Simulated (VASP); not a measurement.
# HgTe (rocksalt type) (Fm-3m) in VASP: further runs

Runs on HgTe (rocksalt type). Level: LDA. Tasks: single point.

Everything below comes from runs of VASP 6.6.1. Logs are shortened: lines on timing, memory, paths and dates and some standing lists are left out, and cuts for length are marked.

### 1 The cell of the first run

Symmetry: Fm-3m, No. 225, cubic system. The conventional cell has a = 5.945 Å, b = 5.945 Å, c = 5.945 Å, α = 90.00°, β = 90.00°, γ = 90.00°. Hg (site symmetry m-3m) has 6 Te at 2.97 Å within 3.9 Å. Within 3.9 Å of Te (site symmetry m-3m) lie 6 Hg at 2.97 Å.

### 2 Single point, LDA

The input, INCAR:

```
PREC     = Accurate       # precision mode
ENCUT    = 520            # plane-wave cutoff, eV
EDIFF    = 1E-6           # SCF threshold, eV
ISMEAR   = -1             # smearing method
SIGMA    = 0.05           # smearing width, eV
LREAL    = F              # projectors in reciprocal space
LASPH    = T              # aspherical terms in the spheres
NELM     = 80             # most SCF steps
ALGO     = Normal         # electronic algorithm
ISIF     = 2              # what is computed and relaxed
LWAVE    = F              # write WAVECAR
LCHARG   = F              # write CHGCAR
GGA      = CA             # functional
NBANDS   = 16             # bands
```

The input, KPOINTS:

```
Automatic mesh
0
Gamma
  12 12 12
```

The input, POSCAR:

```
HgTe
1.0
    0.0000000000      2.9723815988      2.9723815988
    2.9723815988      0.0000000000      2.9723815988
    2.9723815988      2.9723815988      0.0000000000
Hg Te
1 1
Direct
    0.0000000000      0.0000000000      0.0000000000
    0.5000000000      0.5000000000      0.5000000000
```

Potentials or basis: VASP PAW LDA potentials, release 64 (Hg, Te).

The run is started by

```bash
$ cat potpaw_LDA.64/Hg/POTCAR potpaw_LDA.64/Te/POTCAR > POTCAR
$ mpirun -np 1 vasp_std > vasp.out
```

OUTCAR:

```text
PREC = Accurate
   ENCUT = 520
   EDIFF = 1E-6
   ISMEAR = -1
   LREAL = F
   LASPH = T
   NELM = 80
   ISIF = 2
   GGA = CA

 ion  position               nearest neighbor table
   1  0.000  0.000  0.000-   2 2.97   2 2.97   2 2.97   2 2.97   2 2.97   2 2.97
   2  0.500  0.500  0.500-   1 2.97   1 2.97   1 2.97   1 2.97   1 2.97   1 2.97

  LATTYP: Found a face centered cubic cell.
 ALAT       =     5.9447631976

  Lattice vectors:

 A1 = (   0.0000000000,   2.9723815988,   2.9723815988)
 A2 = (   2.9723815988,   0.0000000000,   2.9723815988)
 A3 = (   2.9723815988,   2.9723815988,   0.0000000000)

Analysis of symmetry for initial positions (statically):
=====================================================================
 Subroutine PRICEL returns:
 Original cell was already a primitive cell.

 Routine SETGRP: Setting up the symmetry group for a
 face centered cubic supercell.

 Subroutine GETGRP returns: Found 48 space group operations
 (whereof 48 operations were pure point group operations)
 out of a pool of 48 trial point group operations.

The static configuration has the point symmetry O_h .

Analysis of symmetry for dynamics (positions and initial velocities):
=====================================================================
 Subroutine PRICEL returns:
 Original cell was already a primitive cell.

 Routine SETGRP: Setting up the symmetry group for a
 face centered cubic supercell.

 Subroutine GETGRP returns: Found 48 space group operations
 (whereof 48 operations were pure point group operations)
 out of a pool of 48 trial point group operations.

The dynamic configuration has the point symmetry O_h .

 Subroutine INISYM returns: Found 48 space group operations
 (whereof 48 operations are pure point group operations),
 and found     1 'primitive' translations

----------------------------------------------------------------------------------------

                                     Primitive cell

  volume of cell :      52.5223

  direct lattice vectors                    reciprocal lattice vectors
     0.000000000  2.972381599  2.972381599    -0.168215279  0.168215279  0.168215279
     2.972381599  0.000000000  2.972381599     0.168215279 -0.168215279  0.168215279
     2.972381599  2.972381599  0.000000000     0.168215279  0.168215279 -0.168215279

  length of vectors
[... 72 lines left out ...]
 SYSTEM =  unknown system
   PREC   = accura    normal or accurate (medium, high low for compatibility)
   ISTART =      0    job   : 0-new  1-cont  2-samecut
   ICHARG =      2    charge: 1-file 2-atom 10-const
   ISPIN  =      1    spin polarized calculation?
   LNONCOLLINEAR =      F non collinear calculations
   LSORBIT =      F    spin-orbit coupling
   LASPH  =      T    aspherical Exc in radial PAW
   ENCUT  =  520.0 eV  38.22 Ry    6.18 a.u.   7.82  7.82  7.82*2*pi/ulx,y,z
   NELM   =     80;   NELMIN=  2; NELMDL= -5     # of ELM steps
   EDIFF  = 0.1E-05   stopping-criterion for ELM
   LREAL  =      F    real-space projection
[... 7 lines left out ...]
   TEBEG  =    0.0;   TEEND  =   0.0 temperature during run
   PSTRESS=    0.0 pullay stress
   NELECT =      18.0000    total number of electrons
   NUPDOWN=      -1.0000    fix difference up-down
   EMIN   =  10.00;   EMAX   =-10.00  energy-range for DOS
   EFERMI =   0.00;   METHOD = LEGACY
   ISMEAR =    -1;   SIGMA  =   0.05  broadening in eV -4-tet -1-fermi 0-gaus
   EFERMI_NEDOS =   21; number of points for ismear=-14 and -15
   IALGO  =     38    algorithm
   IMIX   =      4    mixing-type and parameters
     AMIX     =   0.40;   BMIX     =  1.00
     AMIX_MAG =   1.60;   BMIX_MAG =  1.00
  volume/ion in A,a.u.               =      26.26       177.22
  Fermi-wavevector in a.u.,A,eV,Ry     =   1.145648  2.164960 17.857766  1.312509
  Thomas-Fermi vector in A             =   2.282335
   LORBIT       =      0    0 simple, 1 ext, 2 COOP (PROOUT), +10 PAW based schemes
   GGA     = CA    functional components
   LHFCALC =     F    Hartree Fock is set to
   AEXX    =    0.0000 exact exchange contribution
   IVDW    =     0    specifies the selected vdW correction
   LEPSILON=     F    determine dielectric tensor
   LRPA    =     F    only Hartree local field effects (RPA)
 non-spin polarized calculation
  energy-cutoff  :      520.00
  volume of cell :       52.52
 maximum number of plane-waves:      1428
   NGX = 15   NGY = 15   NGZ = 15

 number of electron      17.9999998 magnetization

 Free energy of the ion-electron system (eV)
  ---------------------------------------------------
  ext. energy  EPLUGINS =         0.00000000
  ---------------------------------------------------
  free energy    TOTEN  =        -4.91257943 eV

  energy without entropy =       -4.90261202  energy(sigma->0) =       -4.90759573

 E-fermi :   5.0942     XC(G=0): -10.5032

 val. band max:        5.0399078667   @ k =   0.4167   0.1667   0.0833
 cond. band min:       5.0942276974   @ k =   0.4167   0.2500   0.0000
 fundamental gap:      0.0543198306
 Fermi energy:         5.0942268865

 k-point     1 :       0.0000    0.0000    0.0000
  band No.  band energies     occupation
      1      -7.5103      2.00000
      2      -1.8945      2.00000
      3      -1.8945      2.00000
      4      -1.8279      2.00000
      5      -1.8279      2.00000
      6      -1.8279      2.00000
[... 433 lines left out ...]
      3      -2.2558      2.00000
      4      -2.0518      2.00000
      5      -1.6178      2.00000
      6      -1.5892      2.00000
[... 8 lines left out ...]
     15      15.3850      0.00000
     16      16.0182      0.00000

 [... further k-points ...]

------------------------ aborting loop because EDIFF is reached ----------------------------------------

  FORCE on cell =-STRESS in cart. coord.  units (eV):
  Direction    XX          YY          ZZ          XY          YZ          ZX
  --------------------------------------------------------------------------------------
  -------------------------------------------------------------------------------------
  Total        0.1451713      0.1451713      0.1451713     -0.0000000      0.0000000     -0.0000000
  in kB        4.4284080      4.4284080      4.4284080     -0.0000000      0.0000000     -0.0000000
  external PRESSURE =       4.4284080 kB  Pullay stress =       0.0000000 kB

 VOLUME and BASIS-vectors are now :
 -----------------------------------------------------------------------------
  energy-cutoff  :      520.00
  volume of cell :       52.52
      direct lattice vectors                 reciprocal lattice vectors
     0.000000000  2.972381599  2.972381599    -0.168215279  0.168215279  0.168215279
     2.972381599  0.000000000  2.972381599     0.168215279 -0.168215279  0.168215279
     2.972381599  2.972381599  0.000000000     0.168215279  0.168215279 -0.168215279

 POSITION                                       TOTAL-FORCE (eV/Angst)
 -----------------------------------------------------------------------------------
      0.00000      0.00000      0.00000         0.000000     -0.000000      0.000000
      2.97238      2.97238      2.97238        -0.000000      0.000000     -0.000000
 -----------------------------------------------------------------------------------
    total drift:                                0.000000     -0.000000     -0.000000

  FREE ENERGIE OF THE ION-ELECTRON SYSTEM (eV)
  ---------------------------------------------------
  free  energy   TOTEN  =        -4.9125794309 eV

  energy  without entropy=       -4.9026120246  energy(sigma->0) =       -4.90759573
```

OSZICAR:

```text
N       E                     dE             d eps       ncg     rms          rms(c)
DAV:   1     0.104332444052E+03    0.10433E+03   -0.83910E+03  2328   0.101E+03
DAV:   2    -0.175580202055E+01   -0.10609E+03   -0.98522E+02  2736   0.234E+02
DAV:   3    -0.511326622851E+01   -0.33575E+01   -0.33442E+01  2904   0.427E+01
DAV:   4    -0.513727001368E+01   -0.24004E-01   -0.24002E-01  3016   0.346E+00
DAV:   5    -0.513760958751E+01   -0.33957E-03   -0.33957E-03  3016   0.348E-01    0.867E+00
DAV:   6    -0.492467455328E+01    0.21294E+00   -0.42059E-01  2848   0.881E+00    0.660E+00
DAV:   7    -0.491507231791E+01    0.96022E-02   -0.69089E-02  2840   0.185E+00    0.222E+00
DAV:   8    -0.491284897508E+01    0.22233E-02   -0.69939E-03  2592   0.989E-01    0.496E-01
DAV:   9    -0.491257797224E+01    0.27100E-03   -0.47459E-04  3000   0.238E-01    0.571E-02
DAV:  10    -0.491257854781E+01   -0.57557E-06   -0.39484E-05  2720   0.561E-02    0.346E-02
DAV:  11    -0.491257943093E+01   -0.88312E-06   -0.37412E-06  2936   0.120E-02
   1 F= -.49125794E+01 E0= -.49075957E+01  d E =-.996741E-02
```

stdout:

```text
POSCAR found type information on POSCAR HgTe
 POSCAR found :  2 types and       2 ions
 scaLAPACK will be used
 LDA part: xc-table for (Slater(with rela. corr.)+CA(PZ))
 , standard interpolation
 POSCAR, INCAR and KPOINTS ok, starting setup
 FFT: planning ... GRIDC
 FFT: planning ... GRID_SOFT
 FFT: planning ... GRID
 WAVECAR not read
 entering main loop
```

Wall time 19 s (1 thread of Intel Xeon 6975P-C (Granite Rapids), shared host); peak memory 0.2 GiB.

Results:

* Free energy: -4.9126 eV
* Pressure: 0.4 GPa
* Band gap on the k mesh: zero (band 9 reaches 5.49 eV, above the bottom of band 10 at 2.54 eV)

Levels at points of the mesh, in eV from the Fermi level:
```tsv
k point	band 7	band 8	band 9	band 10	band 11	band 12
(0.00, 0.00, 0.00)	-0.79	-0.79	-0.79	-0.70	7.70	7.70
(0.50, 0.00, 0.00)	-5.82	0.40	0.40	2.49	3.83	3.83
(0.50, 0.50, 0.00)	-4.78	-2.89	-2.56	-2.56	4.74	9.53
```

Caveat: spin-orbit coupling is left out, which moves the levels of the heavy elements.

(Continued in part 2 of 2.)
